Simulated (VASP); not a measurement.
Runs of VASP 6.6.1 on TiN (Osbornite). The structure is that of space group Fm-3m (No. 225), or close to it. The cells are those of the table. 

```csv
task,level,potentials or basis,cell,k mesh,cutoff (eV),gap on the mesh (eV),pressure (GPa)
relaxation of the atoms,r2SCAN,"VASP PAW PBE potentials, release 64 (Ti_sv, N)","atoms relaxed from a = 3.033 Å, angles 60.0°, 2 atoms",14 × 14 × 14,520,none,-9.4
single point,r2SCAN,"VASP PAW PBE potentials, release 64 (Ti_sv, N)","a = 2.994 Å, angles 60.0°, 2 atoms",14 × 14 × 14,520,none,1.4
relaxation of the atoms,r2SCAN,"VASP PAW PBE potentials, release 64 (Ti_sv, N)","atoms relaxed from a = 3.052 Å, angles 60.0°, 2 atoms",14 × 14 × 14,520,none,-14.0
single point,LDA,"VASP PAW LDA potentials, release 64 (Ti_sv, N)","a = 2.950 Å, angles 60.0°, 2 atoms",13 × 13 × 13,520,none,1.0
single point,r2SCAN,"VASP PAW PBE potentials, release 64 (Ti_sv, N)","a = 3.014 Å, angles 60.0°, 2 atoms",14 × 14 × 14,520,none,(a)
single point,r2SCAN,"VASP PAW PBE potentials, release 64 (Ti_sv, N)","a = 3.052 Å, angles 60.0°, 2 atoms",14 × 14 × 14,520,none,-14.0
relaxation of cell and atoms,LDA,"VASP PAW LDA potentials, release 64 (Ti_sv, N)","relaxed from a = 2.997 Å, angles 60.0°, 2 atoms",13 × 13 × 13,600,none,0.0
```

Alike in all rows: no spin polarisation; smearing fermi-dirac 0.1 eV.

Task: Estimate the missing entries.

Result: (a) -4.3.

Caveats: the PAW data sets were made with another functional, which shifts forces and pressure a little (some runs); the relaxation stopped at its first step, so nothing moved (some runs).

A gap of «none» marks levels without a gap at the run's occupations.
